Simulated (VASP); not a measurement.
Input of a VASP 6.6.1 run:

INCAR

```
PREC     = Accurate       # precision mode
ENCUT    = 520            # plane-wave cutoff, eV
EDIFF    = 1E-7           # SCF threshold, eV
ISMEAR   = 1              # smearing method
SIGMA    = 0.15           # smearing width, eV
LREAL    = F              # projectors in reciprocal space
LASPH    = T              # aspherical terms in the spheres
NELM     = 100            # most SCF steps
ALGO     = Normal         # electronic algorithm
ISIF     = 2              # what is computed and relaxed
LWAVE    = F              # write WAVECAR
LCHARG   = T              # write CHGCAR
GGA      = CA             # functional
LELF     = T              # ELF
LVHAR    = T            
NBANDS   = 11             # bands
```

KPOINTS

```
Automatic mesh
0
Gamma
  6 6 6
```

File POSCAR:

```
Ba
1.0
    3.8377421307      0.0000000000      0.0000000000
    0.0000000000      3.8377421307      0.0000000000
    0.0000000000      0.0000000000      3.8377421307
Ba
1
Direct
    0.0000000000      0.0000000000      0.0000000000
```

Potentials or basis: VASP PAW LDA potentials, release 64 (Ba_sv).

Launch:

```sh
$ cat potpaw_LDA.64/Ba_sv/POTCAR > POTCAR
$ mpirun -np 1 vasp_std > vasp.out
```

(1) What does it give for the pressure?

(2) Predict the band gap on the k mesh.

Results:

(1) -0.8 GPa.

(2) zero (band 5 reaches 1.88 eV, above the bottom of band 6 at 1.60 eV).

Caveat: spin-orbit coupling is left out, which moves the levels of the heavy elements.
